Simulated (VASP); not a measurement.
## Sc: electric field gradients with LDA

Crystal: Sc.

```
Sc
1.0
     0.00000    2.34226    2.34226
     2.34226    0.00000    2.34226
     2.34226    2.34226    0.00000
Sc
1
Cartesian
  0.0000 0.0000 0.0000
```

This cell differs from its parent crystal: volume scaled by 1.02.

```yaml
Program: VASP 6.6.1
Task: electric field gradients
Functional: LDA
Potentials_or_basis: VASP PAW LDA potentials, release 64 (Sc_sv)
Cutoff: 520 eV
k_mesh: 13 × 13 × 13
Occupations: fermi-dirac, width 0.08 eV
Spin: no spin polarisation
Dipole_correction: no
Further_INCAR_settings: ALGO = Normal; EDIFF = 1e-08; NBANDS = 12
```

```yaml
Pressure: -6.3 GPa
```

Levels at points of the mesh, in eV from the Fermi level:
| k point | band 1 | band 2 | band 3 | band 4 | band 5 | band 6 | band 7 | band 8 | band 9 | band 10 |
| --- | --- | --- | --- | --- | --- | --- | --- | --- | --- | --- |
| (0.00, 0.00, 0.00) | -48.94 | -27.71 | -27.71 | -27.71 | -5.06 | 1.46 | 1.46 | 1.46 | 2.76 | 2.76 |

It used 45 s of CPU time on 1 thread of AMD EPYC 7R13 Processor (Zen 3) (shared host).

Caveat: without QUAD_EFG the Cq values of the log hold for a quadrupole moment of 1 mb, not for the nuclei.
